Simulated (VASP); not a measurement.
Set up this calculation in VASP 6.6.1, as the native input.

* Task: single point
* Functional: PBE
* Potentials or basis: VASP PAW PBE potentials, release 64 (Rb_sv, Br)
* Cutoff: 520 eV
* k mesh: 6 × 6 × 6
* Occupations: fermi-dirac, width 0.02 eV
* Spin: no spin polarisation
* Dipole correction: no
* Further INCAR settings: ALGO = Normal; EDIFF = 1e-06; NBANDS = 15

The structure of RbBr lies in POSCAR:

```
RbBr
1.0
    0.0000000000      3.8091327135      3.8694968646
    3.8091327135      0.0000000000      3.8694968646
    3.8091327135      3.8091327135      0.0000000000
Rb Br
1 1
Direct
    0.0000000000      0.0000000000      0.0000000000
    0.2500000000      0.2500000000      0.2500000000
```

This cell differs from its parent crystal: biaxial xy strain -1.6%.

These files were run (other wordings do the same):

INCAR

```
SYSTEM = RbBr
PREC     = Accurate       ! precision mode
ENCUT    = 520            ! plane-wave cutoff, eV
EDIFF    = 1E-6           ! SCF threshold, eV
ISMEAR   = -1             ! smearing method
SIGMA    = 0.02           ! smearing width, eV
LREAL    = .False.        ! projectors in reciprocal space
LASPH    = .True.         ! aspherical terms in the spheres
NELM     = 80             ! most SCF steps
ALGO     = Normal         ! electronic algorithm
ISIF     = 2              ! what is computed and relaxed
LWAVE    = .False.        ! write WAVECAR
LCHARG   = .False.        ! write CHGCAR
GGA      = PE             ! functional
NBANDS   = 15             ! bands
```

KPOINTS

```
Automatic mesh
0
Gamma
  6 6 6
  0 0 0
```

Potentials or basis: VASP PAW PBE potentials, release 64 (Rb_sv, Br).

Launch:

```bash
$ cat potpaw_PBE.64/Rb_sv/POTCAR potpaw_PBE.64/Br/POTCAR > POTCAR
$ mpirun -np 1 vasp_std > vasp.out
```

It gave:

| Property | Result |
| --- | --- |
| Pressure | 0.5 GPa |
| Band gap on the k mesh | 4.11 eV, indirect (least direct gap 4.22 eV) |

Caveat: the cell differs from its parent crystal (biaxial xy strain -1.6%).

It took 25 s on 1 thread of AMD EPYC 9R45 96-Core Processor (Zen 5), with other jobs on the host, peak memory 0.23 GiB.
